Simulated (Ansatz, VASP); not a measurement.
# One calculation of PbS, two programs

The input INCAR:

```
SYSTEM = PbS
ALGO = Normal
EDIFF = 1E-6
ENCUT = 520
GGA = PE
ISIF = 2
ISMEAR = -1
LASPH = .True.
LCHARG = .False.
LREAL = .False.
LWAVE = .False.
NBANDS = 28
NELM = 60
PREC = Accurate
SIGMA = 0.02
```

The input KPOINTS:

```
k-points
0
Gamma
  6 6 2
  0 0 0
```

The input POSCAR:

```
PbS
1.0
    3.0740803019     -2.9646840554     -0.0000051386
    3.0740803019      2.9646840554     -0.0000051386
   -2.1625639263      0.0000000000     22.1612863754
Pb S
2 2
Direct
    0.7377955941      0.7176005528      0.9365738650
    0.2823994472      0.2622044059      0.0634261350
    0.2405285797      0.2201236211      0.9440766262
    0.7798763789      0.7594714203      0.0559233738
```

Input for Ansatz:

```yaml
crystal:
  lattice:
    - [3.0740803019, -2.9646840554, -5.1386e-06]
    - [3.0740803019, 2.9646840554, -5.1386e-06]
    - [-2.1625639263, 0.0, 22.1612863754]
  atoms:
    - { symbol: Pb, position: [0.7377955941, 0.7176005528, 0.936573865] }
    - { symbol: Pb, position: [0.2823994472, 0.2622044059, 0.063426135] }
    - { symbol: S, position: [0.2405285797, 0.2201236211, 0.9440766262] }
    - { symbol: S, position: [0.7798763789, 0.7594714203, 0.0559233738] }
kpoints:
  mp_grid: { grid: [6, 6, 2] }
  band_path:
    path:
      - [0.0, 0.0, 0.0]
      - [0.0, 0.0, 0.5]
      - [-0.4959193223, 0.4959193223, 0.5]
      - [-0.5040806777, -0.4959193223, 0.5]
      - [-0.5, -0.5, 0.5]
      - [-0.5, 0.5, 0.0]
      - [-0.5, 0.0, 0.5]
      - [-0.5, 0.0, 0.0]
      - [-0.4, 0.0, 0.4]
      - [-0.005208, 0.40625, 0.0]
      - [-0.00651, 0.424479, 0.0]
    npoints: 1
hamiltonian:
  xc: pbe
scf:
  occupations: { method: fermi_dirac, width: 0.02 }
  n_extra_bands: 5
output:
  forces: true
  stress: true
  eigenvalues: true
```

Change from the starting cell: uniaxial_x strain +3.7%.

Alike in both runs: task single point; functional PBE; k mesh 6 × 6 × 2; occupations fermi-dirac, width 0.02 eV; no spin polarisation.

|  | VASP | Ansatz |
| --- | --- | --- |
| version | VASP 6.6.1 | Ansatz 0.2.0 |
| potentials or method | VASP PAW PBE potentials, release 64 (Pb_d, S) | plane waves, PAW |
| plane-wave cutoff (eV) | 520 | 420 |
| valence electrons in the cell | 40 | 40 |

```tsv
	VASP	Ansatz	Ansatz less VASP
gap on the k mesh at the Fermi level (eV)	2.11	2.11	-0.001
rms of the force components (eV/Å)	0.109	0.110	+0.0013
```

Atom by atom the forces differ by 0.003 eV/Å (rms over components).

Spin-orbit coupling is off throughout.
